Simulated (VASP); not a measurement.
# SiC (P6_3mc) in VASP: further runs, part 2 of 2

VASP 6.6.1.

**3. Electric field gradients, PBE**

This run uses another cell than the first one: it holds 32 atoms, not 4.

INCAR

```
SYSTEM = SiC
ALGO = Normal
EDIFF = 1E-8
ENCUT = 520
GGA = PE
ISIF = 2
ISMEAR = 0
LASPH = .True.
LCHARG = .False.
LEFG = .True.
LREAL = Auto
LWAVE = .False.
NBANDS = 86
NELM = 60
PREC = Accurate
SIGMA = 0.01
```

KPOINTS

```
k-points
0
Gamma
  4 4 2
  0 0 0
```

POSCAR

```
SiC
1.0
    6.1470278564      0.0000000000      0.0000000000
   -3.0735139282      5.3234822814      0.0000000000
    0.0000000000      0.0000000000     10.0904954200
Si C
16 16
Direct
    0.1666666667      0.3333333333      0.2498012000
    0.1666666667      0.3333333333      0.7498012000
    0.1666666667      0.8333333333      0.2498012000
    0.1666666667      0.8333333333      0.7498012000
    0.6666666667      0.3333333333      0.2498012000
    0.6666666667      0.3333333333      0.7498012000
    0.6666666667      0.8333333333      0.2498012000
    0.6666666667      0.8333333333      0.7498012000
    0.3333333333      0.1666666667      0.4998012000
    0.3333333333      0.1666666667      0.9998012000
    0.3333333333      0.6666666667      0.4998012000
    0.3333333333      0.6666666667      0.9998012000
    0.8333333333      0.1666666667      0.4998012000
    0.8333333333      0.1666666667      0.9998012000
    0.8333333333      0.6666666667      0.4998012000
    0.8333333333      0.6666666667      0.9998012000
    0.1666666667      0.3333333333      0.4376988000
    0.1666666667      0.3333333333      0.9376988000
    0.1666666667      0.8333333333      0.4376988000
    0.1666666667      0.8333333333      0.9376988000
    0.6666666667      0.3333333333      0.4376988000
    0.6666666667      0.3333333333      0.9376988000
    0.6666666667      0.8333333333      0.4376988000
    0.6666666667      0.8333333333      0.9376988000
    0.3333333333      0.1666666667      0.1876988000
    0.3333333333      0.1666666667      0.6876988000
    0.3333333333      0.6666666667      0.1876988000
    0.3333333333      0.6666666667      0.6876988000
    0.8333333333      0.1666666667      0.1876988000
    0.8333333333      0.1666666667      0.6876988000
    0.8333333333      0.6666666667      0.1876988000
    0.8333333333      0.6666666667      0.6876988000
```

Potentials or basis: VASP PAW PBE potentials, release 64 (Si, C).

Launch:

```sh
> cat potpaw_PBE.64/Si/POTCAR potpaw_PBE.64/C/POTCAR > POTCAR
> mpirun -np 1 vasp_std > vasp.out
```

OUTCAR:

```text
SYSTEM = SiC
   EDIFF = 1E-8
   ENCUT = 520
   GGA = PE
   ISIF = 2
   ISMEAR = 0
   LASPH = .True.
   LREAL = Auto
   NELM = 60
   PREC = Accurate

 ion  position               nearest neighbor table
   1  0.167  0.333  0.250-  25 1.88  27 1.88  29 1.88  17 1.90   3 3.07   7 3.07   3 3.07   7 3.07
                             5 3.07   5 3.07  10 3.08   9 3.08  12 3.08  11 3.08  14 3.08  13 3.08
   2  0.167  0.333  0.750-  26 1.88  28 1.88  30 1.88  18 1.90   4 3.07   8 3.07   4 3.07   8 3.07
                             6 3.07   6 3.07  10 3.08   9 3.08  12 3.08  11 3.08  14 3.08  13 3.08
   3  0.167  0.833  0.250-  27 1.88  25 1.88  31 1.88  19 1.90   1 3.07   5 3.07   1 3.07   5 3.07
                             7 3.07   7 3.07  12 3.08  11 3.08  10 3.08   9 3.08  16 3.08  15 3.08
   4  0.167  0.833  0.750-  28 1.88  26 1.88  32 1.88  20 1.90   2 3.07   6 3.07   2 3.07   6 3.07
                             8 3.07   8 3.07  12 3.08  11 3.08  10 3.08   9 3.08  16 3.08  15 3.08
   5  0.667  0.333  0.250-  29 1.88  31 1.88  25 1.88  21 1.90   3 3.07   7 3.07   7 3.07   3 3.07
                             1 3.07   1 3.07  14 3.08  13 3.08  16 3.08  15 3.08  10 3.08   9 3.08
   6  0.667  0.333  0.750-  30 1.88  32 1.88  26 1.88  22 1.90   4 3.07   8 3.07   8 3.07   4 3.07
                             2 3.07   2 3.07  14 3.08  13 3.08  16 3.08  15 3.08  10 3.08   9 3.08
   7  0.667  0.833  0.250-  31 1.88  29 1.88  27 1.88  23 1.90   1 3.07   5 3.07   5 3.07   1 3.07
                             3 3.07   3 3.07  16 3.08  15 3.08  14 3.08  13 3.08  12 3.08  11 3.08
   8  0.667  0.833  0.750-  32 1.88  30 1.88  28 1.88  24 1.90   2 3.07   6 3.07   6 3.07   2 3.07
                             4 3.07   4 3.07  16 3.08  15 3.08  14 3.08  13 3.08  12 3.08  11 3.08
   9  0.333  0.167  0.500-  17 1.88  19 1.88  21 1.88  26 1.90  11 3.07  15 3.07  11 3.07  15 3.07
[... 38 lines left out ...]
 A1 = (   6.1470278564,   0.0000000000,   0.0000000000)
 A2 = (  -3.0735139282,   5.3234822814,   0.0000000000)
 A3 = (   0.0000000000,   0.0000000000,  10.0904954200)

Analysis of symmetry for initial positions (statically):
=====================================================================
 Subroutine PRICEL returns following result:

  LATTYP: Found a hexagonal cell.
 ALAT       =     3.0735139282
 C/A-ratio  =     1.6415242709

  Lattice vectors:

 A1 = (   3.0735139282,   0.0000000000,   0.0000000000)
 A2 = (  -1.5367569641,   2.6617411407,   0.0000000000)
 A3 = (   0.0000000000,   0.0000000000,   5.0452477100)

[... 834 lines left out ...]
      0.00000      1.77449      7.56587         0.000000      0.000000      0.000868
     -1.53676      4.43624      2.52062        -0.000000     -0.000000      0.000868
     -1.53676      4.43624      7.56587         0.000000     -0.000000      0.000868
      3.07351      1.77449      2.52062        -0.000000     -0.000000      0.000868
      3.07351      1.77449      7.56587        -0.000000      0.000000      0.000868
[... 24 lines left out ...]
      3.07351      3.54899      1.89397        -0.000000      0.000000     -0.000868
      3.07351      3.54899      6.93922         0.000000      0.000000     -0.000868
 -----------------------------------------------------------------------------------
    total drift:                               -0.000001      0.000000     -0.020366

  FREE ENERGIE OF THE ION-ELECTRON SYSTEM (eV)
  ---------------------------------------------------
  free  energy   TOTEN  =      -240.8234251226 eV

  energy  without entropy=     -240.8234251226  energy(sigma->0) =     -240.82342512

 Electric field gradients (V/A^2)
---------------------------------------------------------------------
 ion       V_xx      V_yy      V_zz      V_xy      V_xz      V_yz
---------------------------------------------------------------------
   1      -1.704    -1.705     3.409    -0.000    -0.000     0.000
   2      -1.704    -1.705     3.409    -0.000    -0.000     0.000
   3      -1.704    -1.705     3.409    -0.000    -0.000     0.000
   4      -1.704    -1.705     3.409    -0.000    -0.000     0.000
   5      -1.704    -1.705     3.409    -0.000    -0.000     0.000
   6      -1.704    -1.705     3.409    -0.000    -0.000     0.000
[... 24 lines left out ...]
  31      -1.100    -1.100     2.200    -0.000    -0.000     0.000
  32      -1.100    -1.100     2.200    -0.000    -0.000     0.000
---------------------------------------------------------------------

 Electric field gradients after diagonalization (V/A^2)
 (convention: |V_zz| > |V_xx| > |V_yy|)
----------------------------------------------------------------------
 ion       V_xx      V_yy      V_zz     asymmetry (V_yy - V_xx)/ V_zz
----------------------------------------------------------------------
   1      -1.705    -1.704     3.409       0.000
   2      -1.705    -1.704     3.409       0.000
   3      -1.705    -1.704     3.409       0.000
   4      -1.705    -1.704     3.409       0.000
   5      -1.705    -1.704     3.409       0.000
   6      -1.705    -1.704     3.409       0.000
[... 24 lines left out ...]
  31      -1.100    -1.100     2.200       0.000
  32      -1.100    -1.100     2.200       0.000
----------------------------------------------------------------------

           NMR quadrupolar parameters

 Cq : quadrupolar parameter    Cq=e*Q*V_zz/h
 eta: asymmetry parameters     (V_yy - V_xx)/ V_zz
 Q  : nuclear electric quadrupole moment in mb (millibarn)
----------------------------------------------------------------------
 ion       Cq(MHz)       eta       Q (mb)
----------------------------------------------------------------------
   1       0.008       0.000       1.000
   2       0.008       0.000       1.000
   3       0.008       0.000       1.000
   4       0.008       0.000       1.000
   5       0.008       0.000       1.000
   6       0.008       0.000       1.000
[... 24 lines left out ...]
  31       0.005       0.000       1.000
  32       0.005       0.000       1.000
----------------------------------------------------------------------
```

OSZICAR:

```text
N       E                     dE             d eps       ncg     rms          rms(c)
DAV:   1     0.393999716112E+03    0.39400E+03   -0.58646E+04  1376   0.135E+03
DAV:   2    -0.229506251167E+03   -0.62351E+03   -0.59085E+03  1728   0.236E+02
DAV:   3    -0.269858576031E+03   -0.40352E+02   -0.39984E+02  1688   0.578E+01
DAV:   4    -0.270709597615E+03   -0.85102E+00   -0.84808E+00  1664   0.921E+00
[... 10 lines left out ...]
DAV:  15    -0.240823425038E+03    0.10549E-06   -0.10083E-07  1584   0.974E-04    0.511E-04
DAV:  16    -0.240823425154E+03   -0.11560E-06   -0.41389E-09  1016   0.229E-04    0.201E-04
DAV:  17    -0.240823425133E+03    0.21508E-07   -0.86366E-10   952   0.916E-05    0.725E-05
DAV:  18    -0.240823425121E+03    0.11514E-07   -0.12271E-10   928   0.399E-05    0.441E-05
DAV:  19    -0.240823425123E+03   -0.15389E-08    0.16667E-12   904   0.188E-05
   1 F= -.24082343E+03 E0= -.24082343E+03  d E =-.469497E-17
```

Wall time 16 min (1 thread of Intel Xeon Platinum 8375C at 2.90GHz (Ice Lake), shared host); peak memory 0.47 GiB.

What came out:

```
Free energy            : -240.8234 eV
Pressure               : 3.9 GPa
Band gap on the k mesh : 2.52 eV
```

Electric field gradients, principal values (V/Å²):
| atom | least | middle | greatest (by size) |
| --- | --- | --- | --- |
| 1 Si | -1.704 | -1.705 | 3.409 |
| 2 Si | -1.704 | -1.705 | 3.409 |
| 3 Si | -1.704 | -1.705 | 3.409 |
| 4 Si | -1.704 | -1.705 | 3.409 |
| 5 Si | -1.704 | -1.705 | 3.409 |
| 6 Si | -1.704 | -1.705 | 3.409 |
| 7 Si | -1.704 | -1.705 | 3.409 |
| 8 Si | -1.704 | -1.705 | 3.409 |
| 9 Si | -1.704 | -1.705 | 3.409 |
| 10 Si | -1.704 | -1.705 | 3.409 |
| 11 Si | -1.704 | -1.705 | 3.409 |
| 12 Si | -1.704 | -1.705 | 3.409 |
| 13 Si | -1.704 | -1.705 | 3.409 |
| 14 Si | -1.704 | -1.705 | 3.409 |
| 15 Si | -1.704 | -1.705 | 3.409 |
| 16 Si | -1.704 | -1.705 | 3.409 |
| 17 C | -1.100 | -1.100 | 2.200 |
| 18 C | -1.100 | -1.100 | 2.200 |
| 19 C | -1.100 | -1.100 | 2.200 |
| 20 C | -1.100 | -1.100 | 2.200 |
| 21 C | -1.100 | -1.100 | 2.200 |
| 22 C | -1.100 | -1.100 | 2.200 |
| 23 C | -1.100 | -1.100 | 2.200 |
| 24 C | -1.100 | -1.100 | 2.200 |
| 25 C | -1.100 | -1.100 | 2.200 |
| 26 C | -1.100 | -1.100 | 2.200 |
| 27 C | -1.100 | -1.100 | 2.200 |
| 28 C | -1.100 | -1.100 | 2.200 |
| 29 C | -1.100 | -1.100 | 2.200 |
| 30 C | -1.100 | -1.100 | 2.200 |
| 31 C | -1.100 | -1.100 | 2.200 |
| 32 C | -1.100 | -1.100 | 2.200 |

Caveat: without QUAD_EFG the Cq values of the log hold for a quadrupole moment of 1 mb, not for the nuclei.
